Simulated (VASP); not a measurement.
# HfO2 (Fm-3m) in VASP: a series of runs

HfO2 is run at these levels: r2SCAN; tasks: dielectric tensor.

All numbers are computed with VASP 6.6.1; they aren't measurements. Logs are shortened: lines on timing, memory, paths and dates and some standing lists are left out, and cuts for length are marked.

## Step 1: The cell of the first run

It takes space group Fm-3m (No. 225, cubic). Conventional cell: a = 4.856 Å, b = 4.856 Å, c = 4.856 Å, α = 90.00°, β = 90.00°, γ = 90.00°. Hf (site symmetry m-3m) has 8 O at 2.10 Å within 2.8 Å. Within 2.8 Å of O (site symmetry -43m) lie 4 Hf at 2.10 Å and 6 O at 2.43 Å.

## Step 2: Dielectric tensor, r2SCAN (strain -4.0%)

File INCAR:

```
ALGO = Normal
EDIFF = 1E-8
ENCUT = 520
ISIF = 2
ISMEAR = 0
LASPH = T
LCALCEPS = T
LCHARG = F
LMIXTAU = T
LREAL = F
LWAVE = F
METAGGA = R2SCAN
NELM = 60
PREC = Accurate
SIGMA = 0.01
```

File KPOINTS:

```
k-points
0
Gamma
  8 8 8
```

File POSCAR:

```
HfO2
1.0
    0.0000000000      2.4280150265      2.4280150265
    2.4280150265      0.0000000000      2.4280150265
    2.4280150265      2.4280150265      0.0000000000
Hf O
1 2
Direct
    0.0000000000      0.0000000000      0.0000000000
    0.2500000000      0.2500000000      0.2500000000
    0.7500000000      0.7500000000      0.7500000000
```

Potentials or basis: VASP PAW PBE potentials, release 64 (Hf_pv, O).

Run with:

```
cat potpaw_PBE.64/Hf_pv/POTCAR potpaw_PBE.64/O/POTCAR > POTCAR
mpirun -np 1 vasp_std > vasp.out
```

OUTCAR:

```text
EDIFF = 1E-8
   ENCUT = 520
   ISIF = 2
   ISMEAR = 0
   LASPH = T
   LREAL = F
   METAGGA = R2SCAN
   NELM = 60
   PREC = Accurate

 ion  position               nearest neighbor table
   1  0.000  0.000  0.000-   3 2.10   3 2.10   3 2.10   2 2.10   3 2.10   2 2.10   2 2.10   2 2.10

   2  0.250  0.250  0.250-   1 2.10   1 2.10   1 2.10   1 2.10
   3  0.750  0.750  0.750-   1 2.10   1 2.10   1 2.10   1 2.10

  LATTYP: Found a face centered cubic cell.
 ALAT       =     4.8560300530

  Lattice vectors:

 A1 = (   0.0000000000,   2.4280150265,   2.4280150265)
 A2 = (   2.4280150265,   0.0000000000,   2.4280150265)
 A3 = (   2.4280150265,   2.4280150265,   0.0000000000)

Analysis of symmetry for initial positions (statically):
=====================================================================
 Subroutine PRICEL returns:
 Original cell was already a primitive cell.

 Routine SETGRP: Setting up the symmetry group for a
 face centered cubic supercell.

 Subroutine GETGRP returns: Found 48 space group operations
 (whereof 48 operations were pure point group operations)
 out of a pool of 48 trial point group operations.

The static configuration has the point symmetry O_h .

Analysis of symmetry for dynamics (positions and initial velocities):
=====================================================================
 Subroutine PRICEL returns:
 Original cell was already a primitive cell.

 Routine SETGRP: Setting up the symmetry group for a
 face centered cubic supercell.

 Subroutine GETGRP returns: Found 48 space group operations
 (whereof 48 operations were pure point group operations)
 out of a pool of 48 trial point group operations.

The dynamic configuration has the point symmetry O_h .

 Subroutine INISYM returns: Found 48 space group operations
 (whereof 48 operations are pure point group operations),
 and found     1 'primitive' translations

----------------------------------------------------------------------------------------

                                     Primitive cell

  volume of cell :      28.6275

  direct lattice vectors                    reciprocal lattice vectors
     0.000000000  2.428015026  2.428015026    -0.205929533  0.205929533  0.205929533
     2.428015026  0.000000000  2.428015026     0.205929533 -0.205929533  0.205929533
     2.428015026  2.428015026  0.000000000     0.205929533  0.205929533 -0.205929533

  length of vectors
     3.433731780  3.433731780  3.433731780     0.356680414  0.356680414  0.356680414

  position of ions in fractional coordinates (direct lattice)
     0.000000000  0.000000000  0.000000000
     0.250000000  0.250000000  0.250000000
     0.750000000  0.750000000  0.750000000

  ion indices of the primitive-cell ions
   primitive index   ion index
                 1           1
                 2           2
                 3           3

----------------------------------------------------------------------------------------

 KPOINTS: k-points

Automatic generation of k-mesh.
 Grid dimensions read from file:
 generate k-points for:    8    8    8

 Generating k-lattice:

  Cartesian coordinates                     Fractional coordinates (reciprocal lattice)
    -0.025741192  0.025741192  0.025741192     0.125000000  0.000000000  0.000000000
     0.025741192 -0.025741192  0.025741192     0.000000000  0.125000000  0.000000000
     0.025741192  0.025741192 -0.025741192     0.000000000  0.000000000  0.125000000

  Length of vectors
     0.044585052  0.044585052  0.044585052

  Shift w.r.t. Gamma in fractional coordinates (k-lattice)
     0.000000000  0.000000000  0.000000000

 Subroutine IBZKPT returns following result:
 ===========================================

 Found     29 irreducible k-points:

[... 42 lines left out ...]
   LASPH  =      T    aspherical Exc in radial PAW
   ENCUT  =  520.0 eV  38.22 Ry    6.18 a.u.   6.38  6.38  6.38*2*pi/ulx,y,z
   NELM   =     60;   NELMIN=  2; NELMDL= -5     # of ELM steps
   EDIFF  = 0.1E-07   stopping-criterion for ELM
   LREAL  =      F    real-space projection
   EDIFFG = 0.1E-06   stopping-criterion for IOM
   NSW    =      0    number of steps for IOM
   IBRION =     -1    ionic relax: 0-MD 1-quasi-New 2-CG
   NFREE  =      0    steps in history (QN), initial steepest desc. (CG)
   ISIF   =      2    stress and relaxation
   ISYM   =      2    0-nonsym 1-usesym 2-fastsym
   POTIM  = 0.5000    time-step for ionic-motion
   TEBEG  =    0.0;   TEEND  =   0.0 temperature during run
   PSTRESS=    0.0 pullay stress
   NELECT =      22.0000    total number of electrons
   NUPDOWN=      -1.0000    fix difference up-down
   EMIN   =  10.00;   EMAX   =-10.00  energy-range for DOS
   EFERMI =   0.00;   METHOD = LEGACY
   ISMEAR =     0;   SIGMA  =   0.01  broadening in eV -4-tet -1-fermi 0-gaus
   EFERMI_NEDOS =   21; number of points for ismear=-14 and -15
   IALGO  =     38    algorithm
   IMIX   =      4    mixing-type and parameters
     AMIX     =   0.40;   BMIX     =  1.00
     AMIX_MAG =   1.60;   BMIX_MAG =  1.00
  volume/ion in A,a.u.               =       9.54        64.40
  Fermi-wavevector in a.u.,A,eV,Ry     =   1.499527  2.833696 30.593814  2.248582
  Thomas-Fermi vector in A             =   2.611146
   LORBIT       =      0    0 simple, 1 ext, 2 COOP (PROOUT), +10 PAW based schemes
   METAGGA = R2SCAN    functional components
   LHFCALC =     F    Hartree Fock is set to
   AEXX    =    0.0000 exact exchange contribution
   IVDW    =     0    specifies the selected vdW correction
   LEPSILON=     F    determine dielectric tensor
   LRPA    =     F    only Hartree local field effects (RPA)
   LRPA       =     F
 non-spin polarized calculation
 Gauss-broadening in eV      SIGMA  =   0.01
  energy-cutoff  :      520.00
  volume of cell :       28.63
 maximum number of plane-waves:       784
 NGX is ok and might be reduce to    28
   NGX = 13   NGY = 13   NGZ = 13

 Total electronic dipole moment: p[elc]=(    -0.00000    -0.00000    -0.00000 ) |e| Angst

 number of electron      22.0000002 magnetization

 Free energy of the ion-electron system (eV)
  ---------------------------------------------------
  ext. energy  EPLUGINS =         0.00000000
  ---------------------------------------------------
  free energy    TOTEN  =       -68.19875240 eV

  energy without entropy =      -68.19875240  energy(sigma->0) =      -68.19875240

 E-fermi :   5.1704     XC(G=0): -13.3505

 val. band max:        5.0699724934   @ k =   0.5000   0.5000   0.0000
 cond. band min:   10000.0000000000   @ k =   0.0000   0.0000   0.0000
 fundamental gap:   9994.9300275066
 Fermi energy:         5.1704141693

 k-point     1 :       0.0000    0.0000    0.0000
  band No.  band energies     occupation
      1     -24.9749      2.00000
      2     -24.9749      2.00000
      3     -24.9749      2.00000
      4     -15.5100      2.00000
      5     -11.8309      2.00000
      6      -1.2419      2.00000
      7      -1.2419      2.00000
      8      -1.2419      2.00000
      9       4.3676      2.00000
     10       4.3676      2.00000
     11       4.3676      2.00000
     12   10000.0000      0.00000
     13   10000.0000      0.00000
     14   10000.0000      0.00000
[... 401 lines left out ...]
      2     -25.3013      2.00000
      3     -25.1101      2.00000
      4     -13.5601      2.00000
      5     -12.7035      2.00000
      6      -0.5108      2.00000
      7       0.0307      2.00000
      8       0.9798      2.00000
      9       2.5689      2.00000
     10       3.4994      2.00000
     11       3.7046      2.00000
     12   10000.0000      0.00000
     13   10000.0000      0.00000
     14   10000.0000      0.00000
     15   10000.0000      0.00000

 [... further k-points ...]

------------------------ aborting loop because EDIFF is reached ----------------------------------------

            Ionic dipole moment: p[ion]=(     0.00000     0.00000     0.00000 ) |e| Angst

 Total electronic dipole moment: p[elc]=(     0.00000     0.00000     0.00610 ) |e| Angst

 MACROSCOPIC STATIC DIELECTRIC TENSOR (including local field effects)
 ------------------------------------------------------
           4.854924     0.000000     0.000000
           0.000000     4.854924     0.000000
           0.000000     0.000000     4.854924
 ------------------------------------------------------

 PIEZOELECTRIC TENSOR (including local field effects) (e Angst)
          XX          YY          ZZ          XY          YZ          ZX
  --------------------------------------------------------------------------------
  x     0.00000     0.00000     0.00000     0.00000     0.00000     0.00000
  y     0.00000     0.00000     0.00000     0.00000     0.00000     0.00000
  z     0.00000     0.00000     0.00000     0.00000     0.00000     0.00000

 PIEZOELECTRIC TENSOR (including local field effects) (C/m^2)
          XX          YY          ZZ          XY          YZ          ZX
  --------------------------------------------------------------------------------
  x     0.00000     0.00000     0.00000     0.00000     0.00000     0.00000
  y     0.00000     0.00000     0.00000     0.00000     0.00000     0.00000
  z     0.00000     0.00000     0.00000     0.00000     0.00000     0.00000

 BORN EFFECTIVE CHARGES (including local field effects) (in |e|, cummulative output)
 ---------------------------------------------------------------------------------
 ion    1
    1     5.53768     0.00000    -0.00000
    2    -0.00000     5.53768     0.00000
    3    -0.00000    -0.00000     5.53768
 ion    2
    1    -2.76884     0.00000    -0.00000
    2     0.00000    -2.76884    -0.00000
    3     0.00000     0.00000    -2.76884
 ion    3
    1    -2.76884     0.00000    -0.00000
    2     0.00000    -2.76884    -0.00000
    3     0.00000     0.00000    -2.76884

  FORCE on cell =-STRESS in cart. coord.  units (eV):
  Direction    XX          YY          ZZ          XY          YZ          ZX
  --------------------------------------------------------------------------------------
  -------------------------------------------------------------------------------------
  Total        6.7342525      6.7342525      6.7342525      0.0000000      0.0000000     -0.0000000
  in kB      376.8910922    376.8910922    376.8910922      0.0000000      0.0000000     -0.0000000
  external PRESSURE =     376.8910922 kB  Pullay stress =       0.0000000 kB

 VOLUME and BASIS-vectors are now :
 -----------------------------------------------------------------------------
  energy-cutoff  :      520.00
  volume of cell :       28.63
      direct lattice vectors                 reciprocal lattice vectors
     0.000000000  2.428015026  2.428015026    -0.205929533  0.205929533  0.205929533
     2.428015026  0.000000000  2.428015026     0.205929533 -0.205929533  0.205929533
     2.428015026  2.428015026  0.000000000     0.205929533  0.205929533 -0.205929533

 POSITION                                       TOTAL-FORCE (eV/Angst)
 -----------------------------------------------------------------------------------
      0.00000      0.00000      0.00000         0.000000     -0.000000      0.000000
      1.21401      1.21401      1.21401        -0.000000     -0.000000     -0.000000
      3.64202      3.64202      3.64202         0.000000      0.000000      0.000000
 -----------------------------------------------------------------------------------
    total drift:                                0.000000      0.000000      0.000000

  FREE ENERGIE OF THE ION-ELECTRON SYSTEM (eV)
  ---------------------------------------------------
  free  energy   TOTEN  =       -68.1987524008 eV

  energy  without entropy=      -68.1987524008  energy(sigma->0) =      -68.19875240
```

It took 58 min on 1 thread of Intel Xeon Platinum 8259CL at 2.50GHz (Skylake/Cascade Lake), shared host; peak memory 0.39 GiB.

Results:

| Property | Result |
| --- | --- |
| Band gap on the k mesh | 4.67 eV |
| Electronic dielectric tensor (diagonal) | 4.85 |
| Born charges (mean of the diagonal) | Hf +5.54; O -2.77 e |

Electronic dielectric tensor:
```
4.85 0.00 0.00
0.00 4.85 0.00
0.00 0.00 4.85
```

Born effective charge tensors (e):
atom 1, Hf
```
5.54 0.00 0.00
0.00 5.54 0.00
0.00 0.00 5.54
```
atom 2, O
```
-2.77  0.00  0.00
 0.00 -2.77  0.00
 0.00  0.00 -2.77
```
atom 3, O
```
-2.77  0.00  0.00
 0.00 -2.77  0.00
 0.00  0.00 -2.77
```

Dipole moments of the cell (e·Å, modulo the quantum): ionic 0.000, 0.000, 0.000; electronic 0.000, 0.000, 0.006

Caveat: the cell differs from its parent crystal (strain -4.0%); the PAW data sets were made with another functional, which shifts forces and pressure a little; spin-orbit coupling is left out, which moves the levels of the heavy elements. A k mesh can miss the band edges.

(Part 1 of 2 ends here.)

The gap in the log of VASP goes by the Fermi energy; the results here count the filled bands.